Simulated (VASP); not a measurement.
# BeAl (P-6m2) in VASP: further runs, part 2 of 3

VASP 6.6.1.

## Step 3: Single point, PBE

Input file INCAR:

```
SYSTEM = BeAl
  PREC = Accurate
  ENCUT = 520
  EDIFF = 1E-6
  ISMEAR = 0
  SIGMA = 0.1
  LREAL = .False.
  LASPH = .True.
  NELM = 100
  ALGO = Normal
  ISIF = 2
  LWAVE = .False.
  LCHARG = .False.
  GGA = PE
  NBANDS = 10
```

Input file KPOINTS:

```
regular mesh
0
Gamma
  24 24 14
  0 0 0
```

Input file POSCAR:

```
BeAl
1.0
    2.7158572617      0.0000000000      0.0000000000
   -1.3579286308      2.3520013817      0.0000000000
    0.0000000000      0.0000000000      4.0190678217
Be Al
1 1
Direct
    0.0000000000      0.0000000000      0.0000000000
    0.3333333333      0.6666666667      0.5000000000
```

Potentials or basis: VASP PAW PBE potentials, release 64 (Be, Al).

Command:

```bash
$ cat potpaw_PBE.64/Be/POTCAR potpaw_PBE.64/Al/POTCAR > POTCAR
$ mpirun -np 1 vasp_std > vasp.out
```

OUTCAR:

```text
SYSTEM = BeAl
   PREC = Accurate
   ENCUT = 520
   EDIFF = 1E-6
   ISMEAR = 0
   LREAL = .False.
   LASPH = .True.
   NELM = 100
   ISIF = 2
   GGA = PE

 ion  position               nearest neighbor table
   1  0.000  0.000  0.000-   2 2.55   2 2.55   2 2.55   2 2.55   2 2.55   2 2.55
   2  0.333  0.667  0.500-   1 2.55   1 2.55   1 2.55   1 2.55   1 2.55   1 2.55

  LATTYP: Found a hexagonal cell.
 ALAT       =     2.7158572617
 C/A-ratio  =     1.4798523760

  Lattice vectors:

 A1 = (   2.7158572617,   0.0000000000,   0.0000000000)
 A2 = (  -1.3579286308,   2.3520013817,   0.0000000000)
 A3 = (   0.0000000000,   0.0000000000,   4.0190678217)

Analysis of symmetry for initial positions (statically):
=====================================================================
 Subroutine PRICEL returns:
 Original cell was already a primitive cell.

 Routine SETGRP: Setting up the symmetry group for a
 hexagonal supercell.

 Subroutine GETGRP returns: Found 12 space group operations
 (whereof 12 operations were pure point group operations)
 out of a pool of 24 trial point group operations.

The static configuration has the point symmetry D_3h.

Analysis of symmetry for dynamics (positions and initial velocities):
=====================================================================
 Subroutine PRICEL returns:
 Original cell was already a primitive cell.

 Routine SETGRP: Setting up the symmetry group for a
 hexagonal supercell.

 Subroutine GETGRP returns: Found 12 space group operations
 (whereof 12 operations were pure point group operations)
 out of a pool of 24 trial point group operations.

The dynamic configuration has the point symmetry D_3h.

 Subroutine INISYM returns: Found 12 space group operations
 (whereof 12 operations are pure point group operations),
 and found     1 'primitive' translations

----------------------------------------------------------------------------------------

                                     Primitive cell

  volume of cell :      25.6726

  direct lattice vectors                    reciprocal lattice vectors
     2.715857262  0.000000000  0.000000000     0.368207864  0.212584909  0.000000000
    -1.357928631  2.352001382  0.000000000     0.000000000  0.425169818  0.000000000
     0.000000000  0.000000000  4.019067822     0.000000000  0.000000000  0.248813915

  length of vectors
     2.715857262  2.715857262  4.019067822     0.425169818  0.425169818  0.248813915

  position of ions in fractional coordinates (direct lattice)
     0.000000000  0.000000000  0.000000000
     0.333333333  0.666666667  0.500000000

  ion indices of the primitive-cell ions
   primitive index   ion index
                 1           1
                 2           2

----------------------------------------------------------------------------------------

 KPOINTS: regular mesh

Automatic generation of k-mesh.
 Grid dimensions read from file:
 generate k-points for:   24   24   14

 Generating k-lattice:

  Cartesian coordinates                     Fractional coordinates (reciprocal lattice)
     0.015341994  0.008857705  0.000000000     0.041666667  0.000000000  0.000000000
     0.000000000  0.017715409  0.000000000     0.000000000  0.041666667  0.000000000
     0.000000000  0.000000000  0.017772423     0.000000000  0.000000000  0.071428571

  Length of vectors
     0.017715409  0.017715409  0.017772423

  Shift w.r.t. Gamma in fractional coordinates (k-lattice)
     0.000000000  0.000000000  0.000000000

 Subroutine IBZKPT returns following result:
 ===========================================

 Found    488 irreducible k-points:

 Following reciprocal coordinates:
            Coordinates               Weight
  0.000000  0.000000  0.000000      1.000000
  0.041667 -0.000000  0.000000      6.000000
  0.083333 -0.000000  0.000000      6.000000
  0.125000 -0.000000  0.000000      6.000000
  0.166667  0.000000  0.000000      6.000000
  0.208333 -0.000000  0.000000      6.000000
[... 16 lines left out ...]
  0.416667  0.041667  0.000000     12.000000
  0.458333  0.041667  0.000000     12.000000
 [... further k-points ...]
   k-points           NKPTS =    488   k-points in BZ     NKDIM =    488   number of bands    NBANDS=     10
   number of dos      NEDOS =    301   number of ions     NIONS =      2
   total plane-waves  NPLWV =  12000
   dimension x,y,z NGX =    20 NGY =   20 NGZ =   30
   dimension x,y,z NGXF=    40 NGYF=   40 NGZF=   60
   ions per type =               1   1
   NGX,Y,Z   is equivalent  to a cutoff of  12.24, 12.24, 12.41 a.u.
   NGXF,Y,Z  is equivalent  to a cutoff of  24.49, 24.49, 24.82 a.u.
 SYSTEM =  BeAl
   PREC   = accura    normal or accurate (medium, high low for compatibility)
   ISTART =      0    job   : 0-new  1-cont  2-samecut
   ICHARG =      2    charge: 1-file 2-atom 10-const
   ISPIN  =      1    spin polarized calculation?
   LNONCOLLINEAR =      F non collinear calculations
   LSORBIT =      F    spin-orbit coupling
   LASPH  =      T    aspherical Exc in radial PAW
   ENCUT  =  520.0 eV  38.22 Ry    6.18 a.u.   5.05  5.05  7.47*2*pi/ulx,y,z
   NELM   =    100;   NELMIN=  2; NELMDL= -5     # of ELM steps
   EDIFF  = 0.1E-05   stopping-criterion for ELM
   LREAL  =      F    real-space projection
   EDIFFG = 0.1E-04   stopping-criterion for IOM
   NSW    =      0    number of steps for IOM
   IBRION =     -1    ionic relax: 0-MD 1-quasi-New 2-CG
   NFREE  =      0    steps in history (QN), initial steepest desc. (CG)
   ISIF   =      2    stress and relaxation
   ISYM   =      2    0-nonsym 1-usesym 2-fastsym
   POTIM  = 0.5000    time-step for ionic-motion
   TEBEG  =    0.0;   TEEND  =   0.0 temperature during run
   PSTRESS=    0.0 pullay stress
   NELECT =       5.0000    total number of electrons
   NUPDOWN=      -1.0000    fix difference up-down
   EMIN   =  10.00;   EMAX   =-10.00  energy-range for DOS
   EFERMI =   0.00;   METHOD = LEGACY
   ISMEAR =     0;   SIGMA  =   0.10  broadening in eV -4-tet -1-fermi 0-gaus
   EFERMI_NEDOS =   21; number of points for ismear=-14 and -15
   IALGO  =     38    algorithm
   IMIX   =      4    mixing-type and parameters
     AMIX     =   0.40;   BMIX     =  1.00
     AMIX_MAG =   1.60;   BMIX_MAG =  1.00
  volume/ion in A,a.u.               =      12.84        86.62
  Fermi-wavevector in a.u.,A,eV,Ry     =   0.948946  1.793248 12.252029  0.900499
  Thomas-Fermi vector in A             =   2.077183
   LORBIT       =      0    0 simple, 1 ext, 2 COOP (PROOUT), +10 PAW based schemes
   GGA     = PE    functional components
   LHFCALC =     F    Hartree Fock is set to
   AEXX    =    0.0000 exact exchange contribution
   IVDW    =     0    specifies the selected vdW correction
   LEPSILON=     F    determine dielectric tensor
   LRPA    =     F    only Hartree local field effects (RPA)
 non-spin polarized calculation
 Gauss-broadening in eV      SIGMA  =   0.10
  energy-cutoff  :      520.00
  volume of cell :       25.67
 maximum number of plane-waves:       711
   NGX = 11   NGY = 11   NGZ = 15

 number of electron       5.0000000 magnetization

 Free energy of the ion-electron system (eV)
  ---------------------------------------------------
  ext. energy  EPLUGINS =         0.00000000
  ---------------------------------------------------
  free energy    TOTEN  =        -6.83030775 eV

  energy without entropy =       -6.82664633  energy(sigma->0) =       -6.82847704

 E-fermi :   7.2700     XC(G=0): -10.1702

 val. band max:        7.2617296269   @ k =   0.2917   0.1250   0.2143
 cond. band min:       7.2702571723   @ k =   0.3750   0.2500   0.3571
 fundamental gap:      0.0085275454
 Fermi energy:         7.2700320619

 k-point     1 :       0.0000    0.0000    0.0000
  band No.  band energies     occupation
      1      -3.8291      2.00000
      2       3.5552      2.00000
      3       5.9728      2.00000
      4      16.9573      0.00000
      5      16.9573      0.00000
      6      20.9501      0.00000
      7      20.9501      0.00000
      8      23.7281      0.00000
      9      24.1378      0.00000
     10      24.1494      0.00000
[... 287 lines left out ...]
 k-point    24 :       0.4583    0.0417    0.0000
  band No.  band energies     occupation
      1       1.8261      2.00000
      2       2.8763      2.00000
      3       8.6038      0.00000
      4      10.5350      0.00000
      5      11.3245      0.00000
      6      12.0458      0.00000
      7      13.2721      0.00000
      8      17.5985      0.00000
      9      20.2372      0.00000
     10      21.2494      0.00000

 [... further k-points ...]

------------------------ aborting loop because EDIFF is reached ----------------------------------------

  FORCE on cell =-STRESS in cart. coord.  units (eV):
  Direction    XX          YY          ZZ          XY          YZ          ZX
  --------------------------------------------------------------------------------------
  -------------------------------------------------------------------------------------
  Total        0.0000350      0.0000350      0.0025334      0.0000000      0.0000000     -0.0000000
  in kB        0.0021852      0.0021852      0.1581042      0.0000000      0.0000000     -0.0000000
  external PRESSURE =       0.0541582 kB  Pullay stress =       0.0000000 kB

 VOLUME and BASIS-vectors are now :
 -----------------------------------------------------------------------------
  energy-cutoff  :      520.00
  volume of cell :       25.67
      direct lattice vectors                 reciprocal lattice vectors
     2.715857262  0.000000000  0.000000000     0.368207864  0.212584909  0.000000000
    -1.357928631  2.352001382  0.000000000     0.000000000  0.425169818  0.000000000
     0.000000000  0.000000000  4.019067822     0.000000000  0.000000000  0.248813915

 POSITION                                       TOTAL-FORCE (eV/Angst)
 -----------------------------------------------------------------------------------
      0.00000      0.00000      0.00000        -0.000000     -0.000000      0.000000
     -0.00000      1.56800      2.00953         0.000000      0.000000      0.000000
 -----------------------------------------------------------------------------------
    total drift:                                0.000000     -0.000000      0.000000

  FREE ENERGIE OF THE ION-ELECTRON SYSTEM (eV)
  ---------------------------------------------------
  free  energy   TOTEN  =        -6.8303077477 eV

  energy  without entropy=       -6.8266463310  energy(sigma->0) =       -6.82847704
```

OSZICAR:

```text
N       E                     dE             d eps       ncg     rms          rms(c)
DAV:   1    -0.594232065442E+00   -0.59423E+00   -0.19438E+03  9776   0.359E+02
DAV:   2    -0.674260724410E+01   -0.61484E+01   -0.59529E+01 13090   0.539E+01
DAV:   3    -0.687650299403E+01   -0.13390E+00   -0.13285E+00 12922   0.617E+00
DAV:   4    -0.687725636190E+01   -0.75337E-03   -0.75319E-03 12036   0.543E-01
DAV:   5    -0.687726933178E+01   -0.12970E-04   -0.12969E-04 11978   0.633E-02    0.170E+00
DAV:   6    -0.684625915919E+01    0.31010E-01   -0.18403E-02 11526   0.490E-01    0.986E-01
DAV:   7    -0.683082142211E+01    0.15438E-01   -0.12340E-02 11754   0.448E-01    0.139E-01
DAV:   8    -0.683032980082E+01    0.49162E-03   -0.86623E-04 11024   0.125E-01    0.598E-02
DAV:   9    -0.683030801515E+01    0.21786E-04   -0.44521E-05 12108   0.403E-02    0.261E-02
DAV:  10    -0.683030774772E+01    0.26744E-06   -0.25962E-06 10664   0.645E-03
   1 F= -.68303077E+01 E0= -.68284770E+01  d E =-.366142E-02
```

stdout:

```text
POSCAR found type information on POSCAR BeAl
 POSCAR found :  2 types and       2 ions
 scaLAPACK will be used
 LDA part: xc-table for (Slater+PW92), standard interpolation
 POSCAR, INCAR and KPOINTS ok, starting setup
 FFT: planning ... GRIDC
 FFT: planning ... GRID_SOFT
 FFT: planning ... GRID
 WAVECAR not read
 entering main loop
```

Run time: 51 s. Hardware: 1 thread of Intel Xeon Platinum 8259CL at 2.50GHz (Skylake/Cascade Lake), shared host; peak memory 0.23 GiB.

Results:

```yaml
Free_energy: -6.8303 eV
Pressure: 0.0 GPa
```

(Continued in part 3 of 3.)
